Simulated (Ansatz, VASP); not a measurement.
# HPt6: VASP beside Ansatz

The input INCAR:

```
SYSTEM = HPt6
PREC = Accurate
ENCUT = 520
EDIFF = 1E-6
ISMEAR = 0
SIGMA = 0.1
LREAL = .FALSE.
LASPH = .TRUE.
NELM = 100
ALGO = Normal
ISIF = 2
LWAVE = .FALSE.
LCHARG = .FALSE.
LDIPOL = .TRUE.
IDIPOL = 3
DIPOL = 0.5 0.5 0.293
GGA = PE
NBANDS = 74
```

Contents of KPOINTS:

```
Automatic mesh
0
G
  5 5 1
  0 0 0
```

POSCAR

```
HPt6
1.0
    5.6143281343      0.0000000000      0.0000000000
    0.0000000000      5.6143281343      0.0000000000
    0.0000000000      0.0000000000     21.8513792319
Pt H
12 2
Direct
    0.2500000000      0.2500000000      0.1830548066
    0.2500000000      0.7500000000      0.1830548066
    0.7500000000      0.2500000000      0.1830548066
    0.7500000000      0.7500000000      0.1830548066
    0.0000000000      0.0000000000      0.2712126041
    0.0000000000      0.5000000000      0.2712126041
    0.5000000000      0.0000000000      0.2712126041
    0.5000000000      0.5000000000      0.2712126041
    0.2500000000      0.2500000000      0.3593081768
    0.2500000000      0.7500000000      0.3593081768
    0.7500000000      0.2500000000      0.3593081768
    0.7500000000      0.7500000000      0.3593081768
   -0.2360033059      0.0000000000      0.4238349961
    0.2360033059      0.0000000000      0.4238349961
```

Input for Ansatz:

```yaml
crystal:
  lattice:
    - [5.6143281343, 0.0, 0.0]
    - [0.0, 5.6143281343, 0.0]
    - [0.0, 0.0, 21.8513792319]
  atoms:
    - { symbol: Pt, position: [0.25, 0.25, 0.1830548066] }
    - { symbol: Pt, position: [0.25, 0.75, 0.1830548066] }
    - { symbol: Pt, position: [0.75, 0.25, 0.1830548066] }
    - { symbol: Pt, position: [0.75, 0.75, 0.1830548066] }
    - { symbol: Pt, position: [0.0, 0.0, 0.2712126041] }
    - { symbol: Pt, position: [0.0, 0.5, 0.2712126041] }
    - { symbol: Pt, position: [0.5, 0.0, 0.2712126041] }
    - { symbol: Pt, position: [0.5, 0.5, 0.2712126041] }
    - { symbol: Pt, position: [0.25, 0.25, 0.3593081768] }
    - { symbol: Pt, position: [0.25, 0.75, 0.3593081768] }
    - { symbol: Pt, position: [0.75, 0.25, 0.3593081768] }
    - { symbol: Pt, position: [0.75, 0.75, 0.3593081768] }
    - { symbol: H, position: [-0.2360033059, 0.0, 0.4238349961] }
    - { symbol: H, position: [0.2360033059, 0.0, 0.4238349961] }
basis:
  ecutwfc: 420
kpoints:
  mp_grid: { grid: [5, 5, 1] }
hamiltonian:
  xc: pbe
  pseudopotentials: { kind: paw, azcp: { folder: soft_1 } }
scf:
  occupations: { method: gaussian, width: 0.1 }
output:
  forces: true
  eigenvalues: true
efield:
  axis: 3
  dipole_correction: true
  ramp_width: 0.04
```

Alike in both runs: task single point; functional PBE; k mesh 5 × 5 × 1; occupations gaussian, width 0.1 eV; no spin polarisation.

|  | VASP | Ansatz |
| --- | --- | --- |
| version | VASP 6.6.1 | Ansatz 0.2.0 |
| potentials or method | VASP PAW PBE potentials, release 64 (Pt, H), cutoff 520 eV | scalar-relativistic, plane waves, PAW |
| valence electrons in the cell | 122 | 218 |

```tsv
	VASP	Ansatz	Ansatz less VASP
gap on the k mesh at the Fermi level (eV)	none	none	-
rms of the force components (eV/Å)	0.542	0.546	+0.0041
```

Atom by atom the forces differ by 0.009 eV/Å (rms over components). A gap of «none» marks a metal or a gap that the smearing closes. With one functional, cell and mesh, what is left measures potentials, basis and numerics. VASP's potentials hold 122 valence electrons a cell and Ansatz's 218, so a difference there can come from the potentials and not from the codes.

Spin-orbit coupling is off throughout.
